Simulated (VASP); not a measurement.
# WAu (F-43m) in VASP: settings compared

The runs below take WAu through single point, with PBEsol-based screened hybrid with 25 % exact exchange, HSE06, PBE-based screened hybrid with 25 % exact exchange.

Program: VASP 6.6.1. These are calculated values, not measurements. Logs are shortened: lines on timing, memory, paths and dates and some standing lists are left out, and cuts for length are marked.

**1. The cell of the first run**

Symmetry: F-43m, No. 216, cubic system. The conventional cell has a = 5.720 Å, b = 5.720 Å, c = 5.720 Å, α = 90.00°, β = 90.00°, γ = 90.00°. W (site symmetry -43m) has 4 Au at 2.48 Å within 3.3 Å. Au (site symmetry -43m) has 4 W at 2.48 Å within 3.3 Å.

**2. Single point, PBEsol-based screened hybrid with 25 % exact exchange**

POSCAR

```
WAu
1.0
    0.0000000000      2.8598790715      2.8598790715
    2.8598790715      0.0000000000      2.8598790715
    2.8598790715      2.8598790715      0.0000000000
W Au
1 1
Direct
    0.0000000000      0.0000000000      0.0000000000
    0.7500000000      0.7500000000      0.7500000000
```

INCAR.step1

```
ALGO = Normal
EDIFF = 1E-5
ENCUT = 520
GGA = PE
ISIF = 2
ISMEAR = -1
LASPH = True
LCHARG = False
LREAL = False
LWAVE = True
NBANDS = 20
NELM = 80
PREC = Accurate
SIGMA = 0.05
```

INCAR.step2

```
AEXX = 0.25
ALGO = Normal
EDIFF = 1E-6
ENCUT = 520
GGA = PS
HFSCREEN = 0.207
ISIF = 2
ISMEAR = -1
ISTART = 1
LASPH = True
LCHARG = False
LHFCALC = True
LREAL = False
LWAVE = False
NBANDS = 20
NELM = 80
PREC = Accurate
PRECFOCK = Normal
SIGMA = 0.05
```

KPOINTS

```
k-points
0
Gamma
  4 4 4
```

Potentials or basis: VASP PAW PBE potentials, release 64 (W_sv, Au).

Run with:

```console
$ cat potpaw_PBE.64/W_sv/POTCAR potpaw_PBE.64/Au/POTCAR > POTCAR
$ cp INCAR.step1 INCAR
$ mpirun -np 1 vasp_std > vasp.out
$ cp INCAR.step2 INCAR
$ mpirun -np 1 vasp_std > vasp.out
```

OUTCAR:

```text
AEXX = 0.25
   EDIFF = 1E-6
   ENCUT = 520
   GGA = PS
   HFSCREEN = 0.207
   ISIF = 2
   ISMEAR = -1
   ISTART = 1
   LASPH = True
   LHFCALC = True
   LREAL = False
   NELM = 80
   PREC = Accurate
   PRECFOCK = Normal

 ion  position               nearest neighbor table
   1  0.000  0.000  0.000-   2 2.48   2 2.48   2 2.48   2 2.48
   2  0.750  0.750  0.750-   1 2.48   1 2.48   1 2.48   1 2.48

  LATTYP: Found a face centered cubic cell.
 ALAT       =     5.7197581430

  Lattice vectors:

 A1 = (   0.0000000000,   2.8598790715,   2.8598790715)
 A2 = (   2.8598790715,   0.0000000000,   2.8598790715)
 A3 = (   2.8598790715,   2.8598790715,   0.0000000000)

Analysis of symmetry for initial positions (statically):
=====================================================================
 Subroutine PRICEL returns:
 Original cell was already a primitive cell.

 Routine SETGRP: Setting up the symmetry group for a
 face centered cubic supercell.

 Subroutine GETGRP returns: Found 24 space group operations
 (whereof 24 operations were pure point group operations)
 out of a pool of 48 trial point group operations.

The static configuration has the point symmetry T_d .

Analysis of symmetry for dynamics (positions and initial velocities):
=====================================================================
 Subroutine PRICEL returns:
 Original cell was already a primitive cell.

 Routine SETGRP: Setting up the symmetry group for a
 face centered cubic supercell.

 Subroutine GETGRP returns: Found 24 space group operations
 (whereof 24 operations were pure point group operations)
 out of a pool of 48 trial point group operations.

The dynamic configuration has the point symmetry T_d .

 Subroutine INISYM returns: Found 24 space group operations
 (whereof 24 operations are pure point group operations),
 and found     1 'primitive' translations

----------------------------------------------------------------------------------------

                                     Primitive cell

  volume of cell :      46.7814

[... 69 lines left out ...]
   ENCUT  =  520.0 eV  38.22 Ry    6.18 a.u.   7.52  7.52  7.52*2*pi/ulx,y,z
   NELM   =     80;   NELMIN=  2; NELMDL=  0     # of ELM steps
   EDIFF  = 0.1E-05   stopping-criterion for ELM
   LREAL  =      F    real-space projection
   EDIFFG = 0.1E-04   stopping-criterion for IOM
   NSW    =      0    number of steps for IOM
   IBRION =     -1    ionic relax: 0-MD 1-quasi-New 2-CG
   NFREE  =      0    steps in history (QN), initial steepest desc. (CG)
   ISIF   =      2    stress and relaxation
   ISYM   =      3    0-nonsym 1-usesym 2-fastsym
   POTIM  = 0.5000    time-step for ionic-motion
   TEBEG  =    0.0;   TEEND  =   0.0 temperature during run
   PSTRESS=    0.0 pullay stress
   NELECT =      25.0000    total number of electrons
   NUPDOWN=      -1.0000    fix difference up-down
   EMIN   =  10.00;   EMAX   =-10.00  energy-range for DOS
   EFERMI =   0.00;   METHOD = LEGACY
   ISMEAR =    -1;   SIGMA  =   0.05  broadening in eV -4-tet -1-fermi 0-gaus
   EFERMI_NEDOS =   21; number of points for ismear=-14 and -15
   IALGO  =     38    algorithm
   IMIX   =      1    mixing-type and parameters
     AMIX     =   0.40;   BMIX     =  1.00
     AMIX_MAG =   1.60;   BMIX_MAG =  1.00
  volume/ion in A,a.u.               =      23.39       157.85
  Fermi-wavevector in a.u.,A,eV,Ry     =   1.328507  2.510514 24.013340  1.764931
  Thomas-Fermi vector in A             =   2.457739
   LORBIT       =      0    0 simple, 1 ext, 2 COOP (PROOUT), +10 PAW based schemes
   GGA     = PS    functional components
   LHFCALC =     T    Hartree Fock is set to
   PRECFOCK=normal    Normal, Fast or Accurate (Low or Medium for compatibility)
   ENCUT4O =  -1.0   cutoff for four orbital integrals eV
   NKREDX  =     1    reduce k-point grid by
   NKREDY  =     1    reduce k-point grid by
   NKREDZ  =     1    reduce k-point grid by
   AEXX    =    0.2500 exact exchange contribution
   HFSCREEN=    0.2070 screening length (either q_TF or 0.3 A-1)
   HFSCREENC=   0.2070 screening length for correlation (either q_TF or 0.3 A-1)
   ENCUTFOCK=  -1.0 apply spherical cutoff to Coloumb kernel
   IVDW    =     0    specifies the selected vdW correction
   LEPSILON=     F    determine dielectric tensor
   LRPA    =     F    only Hartree local field effects (RPA)
 non-spin polarized calculation
  energy-cutoff  :      520.00
  volume of cell :       46.78
 maximum number of plane-waves:      1283
  NGX = 24; NGY = 24; NGZ = 24

 number of electron      25.0000001 magnetization

 Free energy of the ion-electron system (eV)
  ---------------------------------------------------
  ext. energy  EPLUGINS =         0.00000000
  ---------------------------------------------------
  free energy    TOTEN  =       -14.60150115 eV

  energy without entropy =      -14.55167105  energy(sigma->0) =      -14.57658610

 E-fermi :   5.7423     XC(G=0):  -9.1189

 val. band max:        5.6929403765   @ k =   0.5000   0.2500   0.0000
 cond. band min:       5.7524165950   @ k =   0.5000   0.2500   0.0000
 fundamental gap:      0.0594762185
 Fermi energy:         5.7422681632

 k-point     1 :       0.0000    0.0000    0.0000
  band No.  band energies     occupation
      1     -72.7398      2.00000
      2     -35.4555      2.00000
      3     -35.4555      2.00000
      4     -35.4555      2.00000
      5      -2.9360      2.00000
      6      -1.1796      2.00000
[... 173 lines left out ...]
     19      19.2802      0.00000
     20      19.4263      0.00000

------------------------ aborting loop because EDIFF is reached ----------------------------------------

  FORCE on cell =-STRESS in cart. coord.  units (eV):
  Direction    XX          YY          ZZ          XY          YZ          ZX
  --------------------------------------------------------------------------------------
  -------------------------------------------------------------------------------------
  Total        0.0184753      0.0184753      0.0184753      0.0000000      0.0000000      0.0000000
  in kB        0.6327458      0.6327458      0.6327458      0.0000000      0.0000000      0.0000000
  external PRESSURE =       0.6327458 kB  Pullay stress =       0.0000000 kB

 VOLUME and BASIS-vectors are now :
 -----------------------------------------------------------------------------
  energy-cutoff  :      520.00
  volume of cell :       46.78
      direct lattice vectors                 reciprocal lattice vectors
     0.000000000  2.859879071  2.859879071    -0.174832567  0.174832567  0.174832567
     2.859879071  0.000000000  2.859879071     0.174832567 -0.174832567  0.174832567
     2.859879071  2.859879071  0.000000000     0.174832567  0.174832567 -0.174832567

 POSITION                                       TOTAL-FORCE (eV/Angst)
 -----------------------------------------------------------------------------------
      0.00000      0.00000      0.00000         0.000000      0.000000      0.000000
      4.28982      4.28982      4.28982        -0.000000     -0.000000     -0.000000
 -----------------------------------------------------------------------------------
    total drift:                               -0.000001     -0.000001     -0.000002

  FREE ENERGIE OF THE ION-ELECTRON SYSTEM (eV)
  ---------------------------------------------------
  free  energy   TOTEN  =       -14.6015011540 eV

  energy  without entropy=      -14.5516710546  energy(sigma->0) =      -14.57658610
```

OUTCAR.step1:

```text
EDIFF = 1E-5
   ENCUT = 520
   GGA = PE
   ISIF = 2
   ISMEAR = -1
[... 385 lines left out ...]
 -----------------------------------------------------------------------------------
      0.00000      0.00000      0.00000         0.000000      0.000000      0.000000
      4.28982      4.28982      4.28982        -0.000000     -0.000000     -0.000000
 -----------------------------------------------------------------------------------
    total drift:                                0.000001      0.000001      0.000001

  FREE ENERGIE OF THE ION-ELECTRON SYSTEM (eV)
  ---------------------------------------------------
  free  energy   TOTEN  =       -12.1886891734 eV

  energy  without entropy=      -12.1297880718  energy(sigma->0) =      -12.15923862
```

OSZICAR.step1:

```text
N       E                     dE             d eps       ncg     rms          rms(c)
DAV:   1     0.182988965629E+03    0.18299E+03   -0.12737E+04   320   0.124E+03
DAV:   2    -0.849999485923E+01   -0.19149E+03   -0.18613E+03   360   0.338E+02
DAV:   3    -0.134795898149E+02   -0.49796E+01   -0.49238E+01   372   0.535E+01
DAV:   4    -0.135265426867E+02   -0.46953E-01   -0.46948E-01   336   0.552E+00
DAV:   5    -0.135274232059E+02   -0.88052E-03   -0.88051E-03   368   0.745E-01    0.159E+01
DAV:   6    -0.123479629762E+02    0.11795E+01   -0.30949E+00   332   0.141E+01    0.688E+00
DAV:   7    -0.122447692440E+02    0.10319E+00   -0.84866E-01   352   0.582E+00    0.214E+00
DAV:   8    -0.121953237440E+02    0.49446E-01   -0.11008E-01   328   0.296E+00    0.140E+00
DAV:   9    -0.121886787978E+02    0.66449E-02   -0.86443E-03   336   0.743E-01    0.111E-01
DAV:  10    -0.121886777360E+02    0.10618E-05   -0.32030E-04   360   0.153E-01    0.508E-02
DAV:  11    -0.121886888066E+02   -0.11071E-04   -0.19421E-05   304   0.340E-02    0.487E-03
DAV:  12    -0.121886891734E+02   -0.36679E-06   -0.78588E-07   176   0.863E-03
   1 F= -.12188689E+02 E0= -.12159239E+02  d E =-.589011E-01
```

Wall time 6.4 min (1 thread of Intel Xeon 6975P-C (Granite Rapids), shared host); peak memory 0.27 GiB.

Results:

```
Free energy            : -14.6015 eV
Pressure               : 0.1 GPa
Band gap on the k mesh : zero (an odd number of electrons rules out a gap without spin polarisation)
```

Levels at points of the mesh, in eV from the Fermi level:
```tsv
k point	band 10	band 11	band 12	band 13	band 14	band 15	band 16	band 17
(0.00, 0.00, 0.00)	-6.75	-1.01	-1.01	-1.01	2.15	2.15	9.47	12.16
(0.50, 0.00, 0.00)	-5.78	-2.19	-0.31	-0.31	1.88	1.88	2.64	8.97
(0.50, 0.50, 0.00)	-4.54	-3.24	0.76	1.61	1.89	1.89	3.61	3.91
```

Caveat: the k points lie up to 0.48 Å⁻¹ apart, too coarse for converged energies and pressures of a metal; the PAW data sets were made with another functional, which shifts forces and pressure a little; spin-orbit coupling is left out, which moves the levels of the heavy elements.

(Part 1 of 2 ends here.)

The gap in the log of VASP goes by the Fermi energy; the results here count the filled bands.